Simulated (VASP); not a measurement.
# Ga2SnO4 (Fmmm) in VASP: single point with PBE

Aim: the single point of Ga2SnO4 with PBE.

All numbers are computed with VASP 6.6.1; they aren't measurements. Logs are shortened: lines on timing, memory, paths and dates and some standing lists are left out, and cuts for length are marked.

## Step 1: The cell of the first run

It takes space group Fmmm (No. 69, orthorhombic). The conventional cell has a = 5.412 Å, b = 10.305 Å, c = 10.356 Å, α = 90.00°, β = 90.00°, γ = 90.00°. Within 2.5 Å of Ga (site symmetry 222) lie 4 O at 1.89 Å. Within 3.1 Å of Sn (site symmetry mmm) lie 4 O at 2.33 Å. Within 2.5 Å of O (site symmetry m) lie 2 Ga at 1.89 Å and 1 Sn at 2.33 Å.

## Step 2: Single point, PBE

Input file INCAR:

```
  ALGO = Normal
  EDIFF = 1E-6
  ENCUT = 520
  GGA = PE
  ISIF = 2
  ISMEAR = 0
  LASPH = T
  LCHARG = F
  LREAL = F
  LWAVE = F
  NBANDS = 41
  NELM = 60
  PREC = Accurate
  SIGMA = 0.02
```

Input file KPOINTS:

```
k-points
0
Gamma
  6 6 6
```

Input file POSCAR:

```
Ga2SnO4
1.0
    0.0000000000      5.1522503395      5.1778591573
    2.7059002240      0.0000000000      5.1778591573
    2.7059002240      5.1522503395      0.0000000000
Ga Sn O
2 1 4
Direct
    0.2500000000      0.2500000000      0.2500000000
    0.7500000000      0.7500000000      0.7500000000
    0.0000000000      0.0000000000      0.0000000000
    0.9998733562      0.3190061441      0.6809938559
    0.3190061441      0.9998733562      0.0001266438
    0.6809938559      0.0001266438      0.9998733562
    0.0001266438      0.6809938559      0.3190061441
```

Potentials or basis: VASP PAW PBE potentials, release 64 (Ga_d, Sn_d, O).

The run is started by

```sh
> cat potpaw_PBE.64/Ga_d/POTCAR potpaw_PBE.64/Sn_d/POTCAR potpaw_PBE.64/O/POTCAR > POTCAR
> mpirun -np 1 vasp_std > vasp.out
```

OUTCAR:

```text
EDIFF = 1E-6
   ENCUT = 520
   GGA = PE
   ISIF = 2
   ISMEAR = 0
   LASPH = T
   LREAL = F
   NELM = 60
   PREC = Accurate

 ion  position               nearest neighbor table
   1  0.250  0.250  0.250-   4 1.89   6 1.89   5 1.89   7 1.89   2 2.71   2 2.71
   2  0.750  0.750  0.750-   5 1.89   7 1.89   6 1.89   4 1.89   1 2.71   1 2.71
   3  0.000  0.000  0.000-   4 2.33   5 2.33   6 2.33   7 2.33
   4  1.000  0.319  0.681-   1 1.89   2 1.89   3 2.33
   5  0.319  1.000  0.000-   2 1.89   1 1.89   3 2.33
   6  0.681  0.000  1.000-   1 1.89   2 1.89   3 2.33
   7  0.000  0.681  0.319-   2 1.89   1 1.89   3 2.33

  LATTYP: Found a face centered orthorhombic cell.
 ALAT       =     5.4118004480
 B/A-ratio  =     1.9040799412
 C/A-ratio  =     1.9135440070

  Lattice vectors:

 A1 = (   0.0000000000,   5.1522503395,   5.1778591573)
 A2 = (   2.7059002240,   0.0000000000,   5.1778591573)
 A3 = (   2.7059002240,   5.1522503395,   0.0000000000)

Analysis of symmetry for initial positions (statically):
=====================================================================
 Subroutine PRICEL returns:
 Original cell was already a primitive cell.

 Routine SETGRP: Setting up the symmetry group for a
 face centered orthorhombic supercell.

 Subroutine GETGRP returns: Found  8 space group operations
 (whereof  8 operations were pure point group operations)
 out of a pool of  8 trial point group operations.

The static configuration has the point symmetry D_2h.

Analysis of symmetry for dynamics (positions and initial velocities):
=====================================================================
 Subroutine PRICEL returns:
 Original cell was already a primitive cell.

 Routine SETGRP: Setting up the symmetry group for a
 face centered orthorhombic supercell.

 Subroutine GETGRP returns: Found  8 space group operations
 (whereof  8 operations were pure point group operations)
 out of a pool of  8 trial point group operations.

The dynamic configuration has the point symmetry D_2h.

 Subroutine INISYM returns: Found  8 space group operations
 (whereof  8 operations are pure point group operations),
 and found     1 'primitive' translations

----------------------------------------------------------------------------------------

                                     Primitive cell

  volume of cell :     144.3740

  direct lattice vectors                    reciprocal lattice vectors
     0.000000000  5.152250340  5.177859157    -0.184781388  0.097044974  0.096565006
     2.705900224  0.000000000  5.177859157     0.184781388 -0.097044974  0.096565006
     2.705900224  5.152250340  0.000000000     0.184781388  0.097044974 -0.096565006

  length of vectors
     7.304512921  5.842270233  5.819585860     0.229971061  0.229971061  0.229971061

  position of ions in fractional coordinates (direct lattice)
     0.250000000  0.250000000  0.250000000
     0.750000000  0.750000000  0.750000000
     0.000000000  0.000000000  0.000000000
     0.999873356  0.319006144  0.680993856
     0.319006144  0.999873356  0.000126644
     0.680993856  0.000126644  0.999873356
     0.000126644  0.680993856  0.319006144

  ion indices of the primitive-cell ions
   primitive index   ion index
                 1           1
                 2           2
                 3           3
                 4           4
                 5           5
                 6           6
                 7           7

----------------------------------------------------------------------------------------

 KPOINTS: k-points

Automatic generation of k-mesh.
 Grid dimensions read from file:
 generate k-points for:    6    6    6

 Generating k-lattice:

  Cartesian coordinates                     Fractional coordinates (reciprocal lattice)
    -0.030796898  0.016174162  0.016094168     0.166666667  0.000000000  0.000000000
     0.030796898 -0.016174162  0.016094168     0.000000000  0.166666667  0.000000000
     0.030796898  0.016174162 -0.016094168     0.000000000  0.000000000  0.166666667

  Length of vectors
     0.038328510  0.038328510  0.038328510

  Shift w.r.t. Gamma in fractional coordinates (k-lattice)
     0.000000000  0.000000000  0.000000000

 Subroutine IBZKPT returns following result:
 ===========================================

 Found     46 irreducible k-points:

 Following reciprocal coordinates:
            Coordinates               Weight
  0.000000  0.000000  0.000000      1.000000
  0.166667  0.000000  0.000000      8.000000
  0.333333  0.000000  0.000000      8.000000
  0.500000  0.000000  0.000000      4.000000
  0.166667  0.166667  0.000000      2.000000
  0.333333  0.166667 -0.000000      8.000000
[... 16 lines left out ...]
 -0.166667  0.166667  0.166667      8.000000
  0.500000  0.333333  0.166667      4.000000
 [... further k-points ...]
   k-points           NKPTS =     46   k-points in BZ     NKDIM =     46   number of bands    NBANDS=     41
   number of dos      NEDOS =    301   number of ions     NIONS =      7
   total plane-waves  NPLWV = 124416
   dimension x,y,z NGX =    54 NGY =   48 NGZ =   48
   dimension x,y,z NGXF=   108 NGYF=   96 NGZF=   96
   ions per type =               2   1   4
   NGX,Y,Z   is equivalent  to a cutoff of  12.29, 13.66, 13.71 a.u.
   NGXF,Y,Z  is equivalent  to a cutoff of  24.58, 27.32, 27.42 a.u.
 SYSTEM =  unknown system
   PREC   = accura    normal or accurate (medium, high low for compatibility)
   ISTART =      0    job   : 0-new  1-cont  2-samecut
   ICHARG =      2    charge: 1-file 2-atom 10-const
   ISPIN  =      1    spin polarized calculation?
   LNONCOLLINEAR =      F non collinear calculations
   LSORBIT =      F    spin-orbit coupling
   LASPH  =      T    aspherical Exc in radial PAW
   ENCUT  =  520.0 eV  38.22 Ry    6.18 a.u.  13.58 10.86 10.82*2*pi/ulx,y,z
   NELM   =     60;   NELMIN=  2; NELMDL= -5     # of ELM steps
   EDIFF  = 0.1E-05   stopping-criterion for ELM
   LREAL  =      F    real-space projection
   EDIFFG = 0.1E-04   stopping-criterion for IOM
   NSW    =      0    number of steps for IOM
   IBRION =     -1    ionic relax: 0-MD 1-quasi-New 2-CG
   NFREE  =      0    steps in history (QN), initial steepest desc. (CG)
   ISIF   =      2    stress and relaxation
   ISYM   =      2    0-nonsym 1-usesym 2-fastsym
   POTIM  = 0.5000    time-step for ionic-motion
   TEBEG  =    0.0;   TEEND  =   0.0 temperature during run
   PSTRESS=    0.0 pullay stress
   NELECT =      64.0000    total number of electrons
   NUPDOWN=      -1.0000    fix difference up-down
   EMIN   =  10.00;   EMAX   =-10.00  energy-range for DOS
   EFERMI =   0.00;   METHOD = LEGACY
   ISMEAR =     0;   SIGMA  =   0.02  broadening in eV -4-tet -1-fermi 0-gaus
   EFERMI_NEDOS =   21; number of points for ismear=-14 and -15
   IALGO  =     38    algorithm
   IMIX   =      4    mixing-type and parameters
     AMIX     =   0.40;   BMIX     =  1.00
     AMIX_MAG =   1.60;   BMIX_MAG =  1.00
  volume/ion in A,a.u.               =      20.62       139.18
  Fermi-wavevector in a.u.,A,eV,Ry     =   1.248260  2.358870 21.199970  1.558154
  Thomas-Fermi vector in A             =   2.382355
   LORBIT       =      0    0 simple, 1 ext, 2 COOP (PROOUT), +10 PAW based schemes
   GGA     = PE    functional components
   LHFCALC =     F    Hartree Fock is set to
   AEXX    =    0.0000 exact exchange contribution
   IVDW    =     0    specifies the selected vdW correction
   LEPSILON=     F    determine dielectric tensor
   LRPA    =     F    only Hartree local field effects (RPA)
 non-spin polarized calculation
 Gauss-broadening in eV      SIGMA  =   0.02
  energy-cutoff  :      520.00
  volume of cell :      144.37
 maximum number of plane-waves:      3910
   NGX = 27   NGY = 21   NGZ = 21

 number of electron      63.9999991 magnetization

 Free energy of the ion-electron system (eV)
  ---------------------------------------------------
  ext. energy  EPLUGINS =         0.00000000
  ---------------------------------------------------
  free energy    TOTEN  =       -39.38290960 eV

  energy without entropy =      -39.38290960  energy(sigma->0) =      -39.38290960

 E-fermi :   1.9784     XC(G=0):  -8.0356

 val. band max:        1.8230209909   @ k =   0.5000  -0.1667   0.3333
 cond. band min:       2.5137043619   @ k =  -0.1667   0.1667   0.1667
 fundamental gap:      0.6906833710
 Fermi energy:         1.9783642526

 k-point     1 :       0.0000    0.0000    0.0000
  band No.  band energies     occupation
      1     -19.6551      2.00000
      2     -19.5519      2.00000
      3     -19.5509      2.00000
      4     -19.4726      2.00000
      5     -19.3460      2.00000
      6     -17.2641      2.00000
[... 33 lines left out ...]
     40       9.5091      0.00000
     41       9.5459      0.00000

 k-point     2 :       0.1667    0.0000    0.0000
  band No.  band energies     occupation
      1     -19.6540      2.00000
      2     -19.5519      2.00000
      3     -19.5509      2.00000
      4     -19.4730      2.00000
      5     -19.3459      2.00000
      6     -17.2165      2.00000
[... 33 lines left out ...]
     40       8.9953      0.00000
     41       9.5939      0.00000

 k-point     3 :       0.3333    0.0000    0.0000
  band No.  band energies     occupation
      1     -19.6519      2.00000
      2     -19.5520      2.00000
      3     -19.5510      2.00000
      4     -19.4739      2.00000
      5     -19.3458      2.00000
      6     -17.0801      2.00000
[... 875 lines left out ...]
      2     -19.5520      2.00000
      3     -19.5510      2.00000
      4     -19.4785      2.00000
      5     -19.3458      2.00000
      6     -16.9429      2.00000
[... 33 lines left out ...]
     40       9.6498      0.00000
     41       9.7222      0.00000

 k-point    24 :       0.5000    0.3333    0.1667
  band No.  band energies     occupation
      1     -19.6509      2.00000
      2     -19.5519      2.00000
      3     -19.5508      2.00000
      4     -19.4734      2.00000
      5     -19.3458      2.00000
      6     -17.2000      2.00000
[... 33 lines left out ...]
     40       9.0014      0.00000
     41       9.9069      0.00000

 [... further k-points ...]

------------------------ aborting loop because EDIFF is reached ----------------------------------------

  FORCE on cell =-STRESS in cart. coord.  units (eV):
  Direction    XX          YY          ZZ          XY          YZ          ZX
  --------------------------------------------------------------------------------------
  -------------------------------------------------------------------------------------
  Total        0.3714653      0.1873692      0.1227423      0.0000000      0.0000000      0.0000000
  in kB        4.1223028      2.0793128      1.3621215      0.0000000      0.0000000      0.0000000
  external PRESSURE =       2.5212457 kB  Pullay stress =       0.0000000 kB

 VOLUME and BASIS-vectors are now :
 -----------------------------------------------------------------------------
  energy-cutoff  :      520.00
  volume of cell :      144.37
      direct lattice vectors                 reciprocal lattice vectors
     0.000000000  5.152250340  5.177859157    -0.184781388  0.097044974  0.096565006
     2.705900224  0.000000000  5.177859157     0.184781388 -0.097044974  0.096565006
     2.705900224  5.152250340  0.000000000     0.184781388  0.097044974 -0.096565006

 POSITION                                       TOTAL-FORCE (eV/Angst)
 -----------------------------------------------------------------------------------
      1.35295      2.57613      2.58893        -0.000000      0.000000      0.000000
      4.05885      7.72838      7.76679        -0.000000      0.000000      0.000000
      0.00000      0.00000      0.00000        -0.000000      0.000000      0.000000
      2.70590      8.66025      6.82897        -0.000000      0.046085     -0.046217
      2.70590      1.64425      6.82897         0.000000     -0.046085     -0.046217
      2.70590      8.66025      3.52675        -0.000000      0.046085      0.046217
      2.70590      1.64425      3.52675        -0.000000     -0.046085      0.046217
 -----------------------------------------------------------------------------------
    total drift:                                0.000000      0.000000      0.000000

  FREE ENERGIE OF THE ION-ELECTRON SYSTEM (eV)
  ---------------------------------------------------
  free  energy   TOTEN  =       -39.3829095979 eV

  energy  without entropy=      -39.3829095979  energy(sigma->0) =      -39.38290960
```

Run time: 8.8 min. Hardware: 1 thread of Oxide Virtual Turin-like, shared host; peak memory 0.46 GiB.

Results:

```yaml
Free_energy: -39.3829 eV
Pressure: 0.3 GPa
Largest_force: 0.065 eV/Å
Band_gap_on_the_k_mesh: 0.69 eV, indirect (least direct gap 1.09 eV)
```

Forces in eV/Å, atoms in the order of the input:
```
Ga   0.000  0.000  0.000
Ga   0.000  0.000  0.000
Sn   0.000  0.000  0.000
O    0.000  0.046 -0.046
O    0.000 -0.046 -0.046
O    0.000  0.046  0.046
O    0.000 -0.046  0.046
```

Caveat: spin-orbit coupling is left out, which moves the levels of the heavy elements.
